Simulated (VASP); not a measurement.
# B (R-3m) in VASP: single point with PBE

Aim: the single point of B with PBE.

Program: VASP 6.6.1. These are calculated values, not measurements. Logs are shortened: lines on timing, memory, paths and dates and some standing lists are left out, and cuts for length are marked.

## 1. The cell of the first run

The structure is trigonal, space group R-3m (No. 166). Conventional cell: a = 4.899 Å, b = 4.899 Å, c = 12.545 Å, α = 90.00°, β = 90.00°, γ = 120.00°. B (site symmetry m) has 6 B at 1.67 to 1.80 Å within 2.2 Å. B (site symmetry m) has 7 B at 1.78 to 2.01 Å within 2.4 Å.

## 2. Single point, PBE, non-collinear spin, zero start, spin-orbit coupling

INCAR reads:

```
ALGO = Normal ; EDIFF = 1E-7
ENCUT = 520 ; GGA = PE
GGA_COMPAT = F ; ISIF = 2
ISMEAR = -1 ; LASPH = T
LCHARG = F ; LORBIT = 11
LORBMOM = T ; LREAL = F
LSORBIT = T ; LWAVE = F
MAGMOM = 0 0 0 0 0 0 0 0 0 0 0 0 0 0 0 0 0 0 0 0 0 0 0 0 0 0 0 0 0 0 0 0 0 0 0 0 ; NBANDS = 58
NELM = 150 ; PREC = Accurate
SIGMA = 0.05
```

KPOINTS reads:

```
k-points
0
Gamma
  6 6 6
```

POSCAR reads:

```
B
1.0
    2.4496223903      1.4142901465      4.1815503374
   -2.4496223903      1.4142901465      4.1815503374
    0.0000000000     -2.8285802929      4.1815503374
B
12
Direct
    0.0102495153      0.6540908577      0.0102495153
    0.0102495153      0.0102495153      0.6540908577
    0.6540908577      0.0102495153      0.0102495153
    0.9897504847      0.3459091423      0.9897504847
    0.3459091423      0.9897504847      0.9897504847
    0.9897504847      0.9897504847      0.3459091423
    0.2210103335      0.6306550530      0.2210103335
    0.2210103335      0.2210103335      0.6306550530
    0.6306550530      0.2210103335      0.2210103335
    0.7789896665      0.3693449470      0.7789896665
    0.3693449470      0.7789896665      0.7789896665
    0.7789896665      0.7789896665      0.3693449470
```

Potentials or basis: VASP PAW PBE potentials, release 64 (B).

Command:

```bash
$ cat potpaw_PBE.64/B/POTCAR > POTCAR
$ mpirun -np 1 vasp_ncl > vasp.out
```

OUTCAR:

```text
EDIFF = 1E-7
   ENCUT = 520
   GGA = PE
   ISIF = 2
   ISMEAR = -1
   LASPH = T
   LORBIT = 11
   LREAL = F
   LSORBIT = T
   NELM = 150
   PREC = Accurate

 ion  position               nearest neighbor table
   1  0.010  0.654  0.010-   4 1.67   3 1.74   2 1.74   7 1.79  12 1.80  11 1.80
   2  0.010  0.010  0.654-   6 1.67   3 1.74   1 1.74   8 1.79  10 1.80  11 1.80
   3  0.654  0.010  0.010-   5 1.67   1 1.74   2 1.74   9 1.79  12 1.80  10 1.80
   4  0.990  0.346  0.990-   1 1.67   5 1.74   6 1.74  10 1.79   8 1.80   9 1.80
   5  0.346  0.990  0.990-   3 1.67   4 1.74   6 1.74  11 1.79   8 1.80   7 1.80
   6  0.990  0.990  0.346-   2 1.67   4 1.74   5 1.74  12 1.79   9 1.80   7 1.80
   7  0.221  0.631  0.221-  12 1.78  11 1.78   1 1.79   6 1.80   5 1.80   9 2.01   8 2.01
   8  0.221  0.221  0.631-  10 1.78  11 1.78   2 1.79   4 1.80   5 1.80   7 2.01   9 2.01
   9  0.631  0.221  0.221-  12 1.78  10 1.78   3 1.79   6 1.80   4 1.80   7 2.01   8 2.01
  10  0.779  0.369  0.779-   8 1.78   9 1.78   4 1.79   2 1.80   3 1.80  11 2.01  12 2.01
  11  0.369  0.779  0.779-   8 1.78   7 1.78   5 1.79   2 1.80   1 1.80  10 2.01  12 2.01
  12  0.779  0.779  0.369-   7 1.78   9 1.78   6 1.79   3 1.80   1 1.80  10 2.01  11 2.01

  LATTYP: Found a trigonal (rhomboedric) cell.
 ALAT       =     5.0483888220
 COS(alpha) =     0.5291065076

  Lattice vectors:

 A1 = (   2.4496223903,   1.4142901465,   4.1815503374)
 A2 = (  -2.4496223903,   1.4142901465,   4.1815503374)
 A3 = (   0.0000000000,  -2.8285802929,   4.1815503374)

Analysis of symmetry for initial positions (statically):
=====================================================================
 Subroutine PRICEL returns:
 Original cell was already a primitive cell.

 Routine SETGRP: Setting up the symmetry group for a
 trigonal (rhombohedral) supercell.

 Subroutine GETGRP returns: Found 12 space group operations
 (whereof 12 operations were pure point group operations)
 out of a pool of 12 trial point group operations.

The static configuration has the point symmetry D_3d.

Analysis of symmetry for dynamics (positions and initial velocities):
=====================================================================
 Subroutine PRICEL returns:
 Original cell was already a primitive cell.

 Routine SETGRP: Setting up the symmetry group for a
 trigonal (rhombohedral) supercell.

 Subroutine GETGRP returns: Found 12 space group operations
 (whereof 12 operations were pure point group operations)
 out of a pool of 12 trial point group operations.

The dynamic configuration has the point symmetry D_3d.

Analysis of structural, dynamic, and magnetic symmetry:
=====================================================================
 Subroutine PRICEL returns:
 Original cell was already a primitive cell.

 Routine SETGRP: Setting up the symmetry group for a
 trigonal (rhombohedral) supercell.

 Subroutine GETGRP returns: Found 12 space group operations
 (whereof 12 operations were pure point group operations)
 out of a pool of 12 trial point group operations.

The overall configuration has the point symmetry D_3d.

 Subroutine INISYM returns: Found 12 space group operations
 (whereof 12 operations are pure point group operations),
 and found     1 'primitive' translations

----------------------------------------------------------------------------------------

                                     Primitive cell

  volume of cell :      86.9213

  direct lattice vectors                    reciprocal lattice vectors
     2.449622390  1.414290146  4.181550337     0.204113092  0.117844749  0.079715251
    -2.449622390  1.414290146  4.181550337    -0.204113092  0.117844749  0.079715251
     0.000000000 -2.828580293  4.181550337     0.000000000 -0.235689497  0.079715251

  length of vectors
     5.048388822  5.048388822  5.048388822     0.248805266  0.248805266  0.248805266

  position of ions in fractional coordinates (direct lattice)
     0.010249515  0.654090858  0.010249515
     0.010249515  0.010249515  0.654090858
     0.654090858  0.010249515  0.010249515
     0.989750485  0.345909142  0.989750485
     0.345909142  0.989750485  0.989750485
     0.989750485  0.989750485  0.345909142
     0.221010333  0.630655053  0.221010333
     0.221010333  0.221010333  0.630655053
     0.630655053  0.221010333  0.221010333
     0.778989667  0.369344947  0.778989667
     0.369344947  0.778989667  0.778989667
     0.778989667  0.778989667  0.369344947

  ion indices of the primitive-cell ions
   primitive index   ion index
[... 1393 lines left out ...]
      1.57717      0.91058      2.82083        -0.008818     -0.005091     -0.004540
      1.57717     -0.91058      9.72382        -0.008818      0.005091      0.004540
     -1.57717     -0.91058      9.72382         0.008818      0.005091      0.004540
      0.00000      1.82116      9.72382         0.000000     -0.010182      0.004540
     -1.00347      0.57936      4.48545         0.012734     -0.007352      0.004013
      0.00000     -1.15871      4.48545         0.000000      0.014704      0.004013
      1.00347      0.57936      4.48545        -0.012734     -0.007352      0.004013
      1.00347     -0.57936      8.05920        -0.012734      0.007352     -0.004013
     -1.00347     -0.57936      8.05920         0.012734      0.007352     -0.004013
      0.00000      1.15871      8.05920         0.000000     -0.014704     -0.004013
 -----------------------------------------------------------------------------------
    total drift:                                0.000000      0.000000      0.000000

  FREE ENERGIE OF THE ION-ELECTRON SYSTEM (eV)
  ---------------------------------------------------
  free  energy   TOTEN  =       -80.4587319708 eV

  energy  without entropy=      -80.4587319517  energy(sigma->0) =      -80.45873196

 orbital moment (x)

 # of ion     p       tot
 --------------------------------
  1         0.000   0.000
  2        -0.000  -0.000
  3         0.000   0.000
  4         0.000   0.000
  5         0.000   0.000
  6        -0.000  -0.000
  7         0.000   0.000
  8        -0.000  -0.000
  9         0.000   0.000
 10         0.000   0.000
 11         0.000   0.000
 12        -0.000  -0.000
 --------------------------------
            0.000   0.000

 orbital moment (y)

 # of ion     p       tot
 --------------------------------
  1         0.000   0.000
  2        -0.000  -0.000
  3        -0.000  -0.000
  4         0.000   0.000
  5        -0.000  -0.000
  6         0.000   0.000
  7         0.000   0.000
  8        -0.000  -0.000
  9        -0.000  -0.000
 10         0.000   0.000
 11        -0.000  -0.000
 12        -0.000  -0.000
 --------------------------------
            0.000   0.000

 orbital moment (z)

 # of ion     p       tot
 --------------------------------
  1         0.000   0.000
  2         0.000   0.000
  3        -0.000  -0.000
  4         0.000   0.000
  5        -0.000  -0.000
  6         0.000   0.000
  7         0.000   0.000
  8         0.000   0.000
  9         0.000   0.000
 10         0.000   0.000
 11         0.000   0.000
 12        -0.000  -0.000
 --------------------------------
            0.000   0.000

 Spin-Orbit-Coupling matrix elements

 Ion:    1  E_soc:     -0.0000028
 l=   1
     0.0000000    -0.0000005    -0.0000004
    -0.0000005     0.0000000    -0.0000005
    -0.0000004    -0.0000005     0.0000000
 l=   2
     0.0000000     0.0000000     0.0000000     0.0000000     0.0000000
     0.0000000     0.0000000     0.0000000     0.0000000     0.0000000
     0.0000000     0.0000000     0.0000000     0.0000000     0.0000000
     0.0000000     0.0000000     0.0000000     0.0000000     0.0000000
     0.0000000     0.0000000     0.0000000     0.0000000     0.0000000
 l=   3
     0.0000000     0.0000000     0.0000000     0.0000000     0.0000000     0.0000000     0.0000000
     0.0000000     0.0000000     0.0000000     0.0000000     0.0000000     0.0000000     0.0000000
     0.0000000     0.0000000     0.0000000     0.0000000     0.0000000     0.0000000     0.0000000
     0.0000000     0.0000000     0.0000000     0.0000000     0.0000000     0.0000000     0.0000000
[... 209 lines left out ...]
 l=   2
     0.0000000     0.0000000     0.0000000     0.0000000     0.0000000
     0.0000000     0.0000000     0.0000000     0.0000000     0.0000000
     0.0000000     0.0000000     0.0000000     0.0000000     0.0000000
     0.0000000     0.0000000     0.0000000     0.0000000     0.0000000
     0.0000000     0.0000000     0.0000000     0.0000000     0.0000000
 l=   3
     0.0000000     0.0000000     0.0000000     0.0000000     0.0000000     0.0000000     0.0000000
     0.0000000     0.0000000     0.0000000     0.0000000     0.0000000     0.0000000     0.0000000
     0.0000000     0.0000000     0.0000000     0.0000000     0.0000000     0.0000000     0.0000000
     0.0000000     0.0000000     0.0000000     0.0000000     0.0000000     0.0000000     0.0000000
     0.0000000     0.0000000     0.0000000     0.0000000     0.0000000     0.0000000     0.0000000
     0.0000000     0.0000000     0.0000000     0.0000000     0.0000000     0.0000000     0.0000000
     0.0000000     0.0000000     0.0000000     0.0000000     0.0000000     0.0000000     0.0000000

 total charge

# of ion       s       p       d       tot
------------------------------------------
    1        0.707   1.400   0.000   2.107
    2        0.707   1.400   0.000   2.107
    3        0.707   1.400   0.000   2.107
    4        0.707   1.400   0.000   2.107
    5        0.707   1.400   0.000   2.107
    6        0.707   1.400   0.000   2.107
    7        0.658   1.290   0.000   1.947
    8        0.658   1.290   0.000   1.947
    9        0.658   1.290   0.000   1.947
   10        0.658   1.290   0.000   1.947
   11        0.658   1.290   0.000   1.947
   12        0.658   1.290   0.000   1.947
--------------------------------------------------
tot          8.187  16.138   0.000  24.325

 magnetization (x)

# of ion       s       p       d       tot
------------------------------------------
    1       -0.000   0.000   0.000   0.000
    2        0.000  -0.000   0.000  -0.000
    3       -0.000   0.000   0.000   0.000
    4       -0.000   0.000   0.000   0.000
    5       -0.000   0.000   0.000   0.000
    6        0.000  -0.000   0.000  -0.000
    7        0.000   0.000   0.000   0.000
    8       -0.000  -0.000   0.000  -0.000
    9        0.000   0.000   0.000   0.000
   10        0.000   0.000   0.000   0.000
   11        0.000   0.000   0.000   0.000
   12       -0.000  -0.000   0.000  -0.000
--------------------------------------------------
tot          0.000   0.000   0.000   0.000

 magnetization (y)

# of ion       s       p       d       tot
------------------------------------------
    1       -0.000   0.000   0.000   0.000
    2        0.000   0.000   0.000   0.000
    3        0.000  -0.000   0.000  -0.000
    4       -0.000   0.000   0.000   0.000
    5        0.000  -0.000   0.000  -0.000
    6        0.000   0.000   0.000   0.000
    7        0.000   0.000   0.000   0.000
    8        0.000   0.000   0.000   0.000
    9       -0.000  -0.000   0.000  -0.000
   10        0.000   0.000   0.000   0.000
   11       -0.000  -0.000   0.000  -0.000
   12        0.000   0.000   0.000   0.000
--------------------------------------------------
tot         -0.000   0.000   0.000   0.000

 magnetization (z)

# of ion       s       p       d       tot
------------------------------------------
    1       -0.000  -0.000   0.000  -0.000
    2        0.000   0.000   0.000   0.000
    3        0.000   0.000   0.000   0.000
    4       -0.000  -0.000   0.000  -0.000
    5        0.000   0.000   0.000   0.000
    6        0.000   0.000   0.000   0.000
    7        0.000  -0.000   0.000  -0.000
    8        0.000   0.000   0.000   0.000
    9       -0.000   0.000   0.000  -0.000
   10        0.000   0.000   0.000   0.000
   11       -0.000   0.000   0.000  -0.000
   12        0.000   0.000   0.000   0.000
--------------------------------------------------
tot         -0.000  -0.000   0.000  -0.000
```

It took 6.2 min on 1 thread of Intel Xeon 6975P-C (Granite Rapids), shared host; peak memory 0.58 GiB.

Results:

| Item | Value |
| --- | --- |
| Free energy | -80.4587 eV |
| Pressure | 0.1 GPa |
| Largest force | 0.015 eV/Å |
| Net moment | 0.00 μB per cell |
| Valence electrons inside the program's atomic spheres | B 2.11, 1.95 (each value once) |

Forces in eV/Å, atoms in the order of the input:
```
B    0.009 -0.005 -0.005
B    0.000  0.010 -0.005
B   -0.009 -0.005 -0.005
B   -0.009  0.005  0.005
B    0.009  0.005  0.005
B    0.000 -0.010  0.005
B    0.013 -0.007  0.004
B    0.000  0.015  0.004
B   -0.013 -0.007  0.004
B   -0.013  0.007 -0.004
B    0.013  0.007 -0.004
B    0.000 -0.015 -0.004
```

Moments on the atoms (μB; x, y, z):
```
B   0.00 0.00 0.00
B   0.00 0.00 0.00
B   0.00 0.00 0.00
B   0.00 0.00 0.00
B   0.00 0.00 0.00
B   0.00 0.00 0.00
B   0.00 0.00 0.00
B   0.00 0.00 0.00
B   0.00 0.00 0.00
B   0.00 0.00 0.00
B   0.00 0.00 0.00
B   0.00 0.00 0.00
```
